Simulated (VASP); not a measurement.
# Hf8NO15 (a cell with a defect) in VASP: single point with PBE

Aim: the single point of Hf8NO15 (a cell with a defect) with PBE.

All numbers are computed with VASP 6.6.1; they aren't measurements. Logs are shortened: lines on timing, memory, paths and dates and some standing lists are left out, and cuts for length are marked.

## 1. The cell of the first run

The cell holds a defect, 24 atoms: a = 7.234 Å, b = 7.234 Å, c = 7.234 Å, α = 60.00°, β = 60.00°, γ = 60.00°.

## 2. Single point, PBE, collinear spin, ferromagnetic start

Contents of INCAR:

```
SYSTEM = Hf8NO15
PREC = Accurate ; ENCUT = 520
EDIFF = 1E-6 ; ISMEAR = -1
SIGMA = 0.01 ; LREAL = Auto
LASPH = .TRUE. ; NELM = 150
ALGO = Normal ; ISIF = 2
LWAVE = .FALSE. ; LCHARG = .FALSE.
ISPIN = 2 ; MAGMOM = 0 0 0 0 0 0 0 0 1 0 0 0 0 0 0 0 0 0 0 0 0 0 0 0
LORBIT = 11 ; LMAXMIX = 4
GGA = PE ; NBANDS = 110
```

Contents of KPOINTS:

```
Automatic mesh
0
G
  3 3 3
  0 0 0
```

Contents of POSCAR:

```
Hf8NO15
1.0
    0.0000000000      5.1150000000      5.1150000000
    5.1150000000      0.0000000000      5.1150000000
    5.1150000000      5.1150000000      0.0000000000
Hf N O
8 1 15
Direct
    0.0013985685      0.0013985685      0.0013985685
    0.0013985685      0.0013985685      0.4958042946
    0.0013985685      0.4958042946      0.0013985685
    0.0006400242      0.4997866586      0.4997866586
    0.4958042946      0.0013985685      0.0013985685
    0.4997866586      0.0006400242      0.4997866586
    0.4997866586      0.4997866586      0.0006400242
    0.4997866586      0.4997866586      0.4997866586
    0.1250000000      0.1250000000      0.1250000000
    0.1257246161      0.1257246161      0.6242753839
    0.1257246161      0.6242753839      0.1257246161
    0.1257246161      0.6242753839      0.6242753839
    0.6242753839      0.1257246161      0.1257246161
    0.6242753839      0.1257246161      0.6242753839
    0.6242753839      0.6242753839      0.1257246161
    0.6250000000      0.6250000000      0.6250000000
    0.3750000000      0.3750000000      0.3750000000
    0.3786407417      0.3786407417      0.8713592583
    0.3786407417      0.8713592583      0.3786407417
    0.3786407417      0.8713592583      0.8713592583
    0.8713592583      0.3786407417      0.3786407417
    0.8713592583      0.3786407417      0.8713592583
    0.8713592583      0.8713592583      0.3786407417
    0.8750000000      0.8750000000      0.8750000000
```

Potentials or basis: VASP PAW PBE potentials, release 64 (Hf_pv, N, O).

The run is started by

```console
$ cat potpaw_PBE.64/Hf_pv/POTCAR potpaw_PBE.64/N/POTCAR potpaw_PBE.64/O/POTCAR > POTCAR
$ mpirun -np 1 vasp_std > vasp.out
```

OUTCAR:

```text
SYSTEM = Hf8NO15
   PREC = Accurate
   ENCUT = 520
   EDIFF = 1E-6
   ISMEAR = -1
   LREAL = Auto
   LASPH = .TRUE.
   NELM = 150
   ISIF = 2
   ISPIN = 2
   LORBIT = 11
   GGA = PE

 ion  position               nearest neighbor table
   1  0.001  0.001  0.001-   9 2.19  10 2.23  11 2.23  13 2.23  20 2.23  22 2.23  23 2.23  24 2.24
                             5 3.58   2 3.58   3 3.58   4 3.62   6 3.62   4 3.62   7 3.62   6 3.62
   2  0.001  0.001  0.496-   9 2.19  10 2.23  12 2.23  14 2.23  19 2.23  21 2.23  23 2.23  24 2.24
                             5 3.58   1 3.58   3 3.58   4 3.62   6 3.62   8 3.62   8 3.62   6 3.62
   3  0.001  0.496  0.001-   9 2.19  11 2.23  12 2.23  15 2.23  18 2.23  21 2.23  22 2.23  24 2.24
                             5 3.58   1 3.58   2 3.58   4 3.62   7 3.62   8 3.62   8 3.62   7 3.62
   4  0.001  0.500  0.500-  21 2.19  22 2.19  23 2.19  12 2.21  10 2.21  11 2.21  17 2.21  16 2.22
                             8 3.61   6 3.61   7 3.61   3 3.62   2 3.62   1 3.62   1 3.62   3 3.62
   5  0.496  0.001  0.001-   9 2.19  13 2.23  14 2.23  15 2.23  18 2.23  19 2.23  20 2.23  24 2.24
                             3 3.58   1 3.58   2 3.58   6 3.62   7 3.62   8 3.62   8 3.62   7 3.62
   6  0.500  0.001  0.500-  19 2.19  20 2.19  23 2.19  14 2.21  10 2.21  13 2.21  17 2.21  16 2.22
                             8 3.61   4 3.61   7 3.61   2 3.62   5 3.62   1 3.62   1 3.62   5 3.62
   7  0.500  0.500  0.001-  18 2.19  20 2.19  22 2.19  15 2.21  11 2.21  13 2.21  17 2.21  16 2.22
                             8 3.61   4 3.61   6 3.61   3 3.62   5 3.62   1 3.62   1 3.62   5 3.62
   8  0.500  0.500  0.500-  18 2.19  19 2.19  21 2.19  12 2.21  14 2.21  15 2.21  17 2.21  16 2.22
                             7 3.61   4 3.61   6 3.61   5 3.62   2 3.62   3 3.62   2 3.62   5 3.62
   9  0.125  0.125  0.125-   1 2.19   2 2.19   3 2.19   5 2.19
  10  0.126  0.126  0.624-   4 2.21   6 2.21   2 2.23   1 2.23
  11  0.126  0.624  0.126-   4 2.21   7 2.21   3 2.23   1 2.23
  12  0.126  0.624  0.624-   4 2.21   8 2.21   2 2.23   3 2.23
  13  0.624  0.126  0.126-   6 2.21   7 2.21   5 2.23   1 2.23
  14  0.624  0.126  0.624-   6 2.21   8 2.21   2 2.23   5 2.23
[... 8 lines left out ...]
  23  0.871  0.871  0.379-   4 2.19   6 2.19   1 2.23   2 2.23
  24  0.875  0.875  0.875-   2 2.24   3 2.24   5 2.24   1 2.24

  LATTYP: Found a face centered cubic cell.
 ALAT       =    10.2300000000

  Lattice vectors:

 A1 = (   0.0000000000,   5.1150000000,   5.1150000000)
 A2 = (   5.1150000000,   0.0000000000,   5.1150000000)
 A3 = (   5.1150000000,   5.1150000000,   0.0000000000)

Analysis of symmetry for initial positions (statically):
=====================================================================
 Subroutine PRICEL returns:
 Original cell was already a primitive cell.

 Routine SETGRP: Setting up the symmetry group for a
 face centered cubic supercell.

 Subroutine GETGRP returns: Found 24 space group operations
 (whereof  6 operations were pure point group operations)
 out of a pool of 48 trial point group operations.

The static configuration has the point symmetry C_3v.
 The point group associated with its full space group is T_d .

Analysis of symmetry for dynamics (positions and initial velocities):
=====================================================================
 Subroutine PRICEL returns:
 Original cell was already a primitive cell.
[... 211 lines left out ...]
      4     -26.0737      1.00000
      5     -26.0737      1.00000
      6     -26.0737      1.00000
[... 397 lines left out ...]
     98       8.7537      0.00000
     99       8.9259      0.00000
 Fermi energy:         4.1956130422

 spin component 2

 k-point     1 :       0.0000    0.0000    0.0000
  band No.  band energies     occupation
      1     -26.1333      1.00000
      2     -26.0964      1.00000
      3     -26.0964      1.00000
      4     -26.0739      1.00000
      5     -26.0739      1.00000
      6     -26.0739      1.00000
[... 397 lines left out ...]
     98       8.7561      0.00000
     99       8.9271      0.00000
 [bands above 99 left out]

------------------------ aborting loop because EDIFF is reached ----------------------------------------

  FORCE on cell =-STRESS in cart. coord.  units (eV):
  Direction    XX          YY          ZZ          XY          YZ          ZX
  --------------------------------------------------------------------------------------
  -------------------------------------------------------------------------------------
  Total       -7.5958352     -7.5958352     -7.5958352      0.0000000      0.0000000      0.0000000
  in kB      -45.4693980    -45.4693980    -45.4693980      0.0000000      0.0000000      0.0000000
  external PRESSURE =     -45.4693980 kB  Pullay stress =       0.0000000 kB

 VOLUME and BASIS-vectors are now :
 -----------------------------------------------------------------------------
  energy-cutoff  :      520.00
  volume of cell :      267.65
      direct lattice vectors                 reciprocal lattice vectors
     0.000000000  5.115000000  5.115000000    -0.097751711  0.097751711  0.097751711
     5.115000000  0.000000000  5.115000000     0.097751711 -0.097751711  0.097751711
     5.115000000  5.115000000  0.000000000     0.097751711  0.097751711 -0.097751711

 POSITION                                       TOTAL-FORCE (eV/Angst)
 -----------------------------------------------------------------------------------
      0.01431      0.01431      0.01431        -0.006547     -0.006547     -0.006547
      2.54319      2.54319      0.01431         0.006547      0.006547     -0.006547
      2.54319      0.01431      2.54319         0.006547     -0.006547      0.006547
      5.11282      2.55968      2.55968        -0.003413      0.003413      0.003413
      0.01431      2.54319      2.54319        -0.006547      0.006547      0.006547
      2.55968      5.11282      2.55968         0.003413     -0.003413      0.003413
[... 16 lines left out ...]
      6.39375      6.39375      8.91401        -0.000000      0.000000      0.031058
      8.95125      8.95125      8.95125        -0.000000      0.000000     -0.000000
 -----------------------------------------------------------------------------------
    total drift:                               -0.000001     -0.000001     -0.000001

  FREE ENERGIE OF THE ION-ELECTRON SYSTEM (eV)
  ---------------------------------------------------
  free  energy   TOTEN  =      -239.8002112824 eV

  energy  without entropy=     -239.7971876940  energy(sigma->0) =     -239.79869949

 total charge

# of ion       s       p       d       tot
------------------------------------------
    1        0.288   6.539   1.349   8.177
    2        0.288   6.539   1.349   8.177
    3        0.288   6.539   1.349   8.177
    4        0.291   6.558   1.343   8.192
    5        0.288   6.539   1.349   8.177
    6        0.291   6.558   1.343   8.192
[... 16 lines left out ...]
   23        1.563   3.527   0.000   5.090
   24        1.566   3.498   0.000   5.064
--------------------------------------------------
tot         27.012 107.774  10.769 145.555

 magnetization (x)

# of ion       s       p       d       tot
------------------------------------------
    1       -0.000   0.000  -0.000  -0.000
    2       -0.000   0.000  -0.000  -0.000
    3       -0.000   0.000  -0.000  -0.000
    4       -0.000  -0.000  -0.000  -0.001
    5       -0.000   0.000  -0.000  -0.000
    6       -0.000  -0.000  -0.000  -0.001
[... 16 lines left out ...]
   23        0.000   0.003   0.000   0.003
   24        0.000   0.008   0.000   0.008
--------------------------------------------------
tot          0.001   0.066  -0.003   0.063
```

OSZICAR:

```text
N       E                     dE             d eps       ncg     rms          rms(c)
DAV:   1     0.116835206587E+04    0.11684E+04   -0.98705E+04  1760   0.160E+03
DAV:   2    -0.195540538785E+03   -0.13639E+04   -0.13019E+04  2120   0.420E+02
DAV:   3    -0.283210959673E+03   -0.87670E+02   -0.86785E+02  2080   0.946E+01
DAV:   4    -0.284705185190E+03   -0.14942E+01   -0.14894E+01  2064   0.132E+01
DAV:   5    -0.284736172435E+03   -0.30987E-01   -0.30963E-01  2008   0.169E+00    0.131E+02
DAV:   6    -0.240614877439E+03    0.44121E+02   -0.23266E+02  2008   0.410E+01    0.116E+02
DAV:   7    -0.240097236387E+03    0.51764E+00   -0.15787E+01  2112   0.138E+01    0.760E+01
DAV:   8    -0.240690202725E+03   -0.59297E+00   -0.11974E+01  2124   0.747E+00    0.149E+01
DAV:   9    -0.239788712666E+03    0.90149E+00   -0.41752E+00  2464   0.607E+00    0.443E+00
DAV:  10    -0.239813959707E+03   -0.25247E-01   -0.44745E-01  1970   0.160E+00    0.227E+00
DAV:  11    -0.239799926851E+03    0.14033E-01   -0.74462E-02  2152   0.626E-01    0.184E+00
DAV:  12    -0.239800087283E+03   -0.16043E-03   -0.41380E-03  1992   0.201E-01    0.132E+00
DAV:  13    -0.239800398711E+03   -0.31143E-03   -0.27129E-03  2216   0.180E-01    0.521E-01
DAV:  14    -0.239800260581E+03    0.13813E-03   -0.66602E-04  2248   0.863E-02    0.261E-01
DAV:  15    -0.239800219925E+03    0.40656E-04   -0.35001E-04  2016   0.495E-02    0.833E-02
DAV:  16    -0.239800212643E+03    0.72820E-05   -0.40297E-05  2192   0.168E-02    0.413E-02
DAV:  17    -0.239800210967E+03    0.16759E-05   -0.17454E-05  1880   0.124E-02    0.146E-02
DAV:  18    -0.239800211282E+03   -0.31568E-06   -0.62040E-06  1720   0.834E-03
   1 F= -.23980021E+03 E0= -.23979870E+03  d E =-.302359E-02  mag=     0.0764
```

stdout:

```text
POSCAR found type information on POSCAR HfN O
 POSCAR found :  3 types and      24 ions
 scaLAPACK will be used
 LDA part: xc-table for (Slater+PW92), standard interpolation
 POSCAR, INCAR and KPOINTS ok, starting setup
 FFT: planning ... GRIDC
 FFT: planning ... GRID_SOFT
 FFT: planning ... GRID
 WAVECAR not read
 entering main loop
```

Run time: 7.3 min. Hardware: 1 thread of Intel Xeon 6975P-C (Granite Rapids), shared host; peak memory 0.59 GiB.

What came out:

- Free energy: -239.8002 eV
- Pressure: -4.5 GPa
- Largest force: 0.031 eV/Å
- Net moment: 0.08 μB per cell
- Site moments: Hf -0.00; N +0.02; O +0.00, +0.01 μB
- Valence electrons inside the program's atomic spheres: Hf 8.18, 8.19; N 3.75; O 5.09, 5.08, 5.06

Forces in eV/Å, atoms in the order of the input:
```
Hf  -0.007 -0.007 -0.007
Hf   0.007  0.007 -0.007
Hf   0.007 -0.007  0.007
Hf  -0.003  0.003  0.003
Hf  -0.007  0.007  0.007
Hf   0.003 -0.003  0.003
Hf   0.003  0.003 -0.003
Hf  -0.003 -0.003 -0.003
N    0.000  0.000  0.000
O    0.000  0.000 -0.006
O    0.000 -0.006  0.000
O    0.006  0.000  0.000
O   -0.006  0.000  0.000
O    0.000  0.006  0.000
O    0.000  0.000  0.006
O    0.000  0.000  0.000
O    0.000  0.000  0.000
O    0.000  0.000 -0.031
O    0.000 -0.031  0.000
O    0.031  0.000  0.000
O   -0.031  0.000  0.000
O    0.000  0.031  0.000
O    0.000  0.000  0.031
O    0.000  0.000  0.000
```

Levels at points of the mesh, in eV from the Fermi level:
Spin up:
| k point | band 83 | band 84 | band 85 | band 86 | band 87 | band 88 | band 89 | band 90 | band 91 | band 92 |
| --- | --- | --- | --- | --- | --- | --- | --- | --- | --- | --- |
| (0.00, 0.00, 0.00) | -0.60 | -0.60 | -0.60 | 0.11 | 0.11 | 0.11 | 3.65 | 3.65 | 3.65 | 3.71 |
Spin down:
```
           k point  band 85  band 86  band 87  band 88  band 89  band 90
(0.00, 0.00, 0.00)    -0.60     0.13     0.13     0.13     3.65     3.65
```

Caveat: spin-orbit coupling is left out, which moves the levels of the heavy elements.
